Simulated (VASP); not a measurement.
Here is a VASP 6.6.1 calculation.

INCAR

```
SYSTEM = SiW3
  ALGO = Normal
  EDIFF = 1E-7
  ENCUT = 520
  GGA = PS
  ISIF = 2
  ISMEAR = 0
  LASPH = .True.
  LCHARG = .True.
  LELF = .True.
  LREAL = .False.
  LVHAR = .True.
  LWAVE = .False.
  NBANDS = 31
  NELM = 60
  PREC = Accurate
  SIGMA = 0.1
```

KPOINTS

```
k-points
0
Gamma
  6 6 6
  0 0 0
```

POSCAR

```
SiW3
1.0
    4.5140280000      0.0000000000      0.0000000000
   -1.5046759529      4.2558664290      0.0000000000
   -1.5046759529     -2.1279331145      3.6856885004
Si W
1 3
Direct
    0.0000000000      0.0000000000      0.0000000000
    0.5000000000      0.5000000000      0.0000000000
    0.5000000000      1.0000000000      0.5000000000
    1.0000000000      0.5000000000      0.5000000000
```

Potentials or basis: VASP PAW PBE potentials, release 64 (Si, W_sv).

The run is started by

```sh
$ cat potpaw_PBE.64/Si/POTCAR potpaw_PBE.64/W_sv/POTCAR > POTCAR
$ mpirun -np 1 vasp_std > vasp.out
```

What does it give for the band gap on the k mesh?

Zero (band 23 reaches 10.07 eV, above the bottom of band 24 at 8.58 eV).

Estimate the pressure.

-5.2 GPa.

Caveat: the PAW data sets were made with another functional, which shifts forces and pressure a little; spin-orbit coupling is left out, which moves the levels of the heavy elements.
